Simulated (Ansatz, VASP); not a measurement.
One calculation of BAs, two programs

```
CELL_PARAMETERS angstrom
0.00000 2.29619 2.43597
2.29619 0.00000 2.43597
2.29619 2.29619 0.00000
ATOMIC_POSITIONS crystal
B 0.00000 0.00000 0.00000
As 0.25000 0.25000 0.25000
```

Change from the starting cell: epitaxial_xy strain -4.0%.

Alike in both runs: task single point; functional PBE; k mesh 10 × 10 × 10; occupations fermi-dirac, width 0.02 eV; no spin polarisation.

|  | VASP | Ansatz |
| --- | --- | --- |
| version | VASP 6.6.1 | Ansatz 0.2.0 |
| potentials or method | VASP PAW PBE potentials, release 64 (B, As_d) | plane waves, PAW |
| plane-wave cutoff (eV) | 560 | 420 |
| valence electrons in the cell | 18 | 18 |

|  | VASP | Ansatz | Ansatz less VASP |
| --- | --- | --- | --- |
| pressure (GPa) | 11.9 | 12.2 | +0.28 |
| traceless stress, the component that is largest in VASP (GPa) | -9.40 | -9.37 | +0.025 |
